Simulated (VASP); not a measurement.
## W: single point with r2SCAN

W:

```xyz
2
Lattice="0.0000 2.8958 2.8958 2.8958 0.0000 2.8958 2.8958 2.8958 0.0000" Properties=species:S:1:pos:R:3 pbc="T T T"
W     0.7240    0.7240    0.7240
W     5.0677    5.0677    5.0677
```

- Program: VASP 6.6.1
- Task: single point
- Functional: r2SCAN
- Potentials or basis: VASP PAW PBE potentials, release 64 (W_sv)
- Cutoff: 520 eV
- k mesh: 11 × 11 × 11
- Occupations: fermi-dirac, width 0.1 eV
- Spin: no spin polarisation

```
Pressure               : 0.8 GPa
Band gap on the k mesh : zero (band 14 reaches 5.86 eV, above the bottom of band 15 at 4.83 eV)
```

Levels at points of the mesh, in eV from the Fermi level:
```
           k point  band 10  band 11  band 12  band 13  band 14  band 15  band 16  band 17  band 18  band 19
(0.00, 0.00, 0.00)    -1.93    -1.93    -1.21    -1.21    -1.21     1.67     1.67     1.67     5.74     5.74
```

Run time: 92 s on 1 thread of Intel(R) Xeon(R) 6975P-C (Granite Rapids) (shared host), peak memory 0.2 GiB.

Caveat: the PAW data sets were made with another functional, which shifts forces and pressure a little; spin-orbit coupling is left out, which moves the levels of the heavy elements.
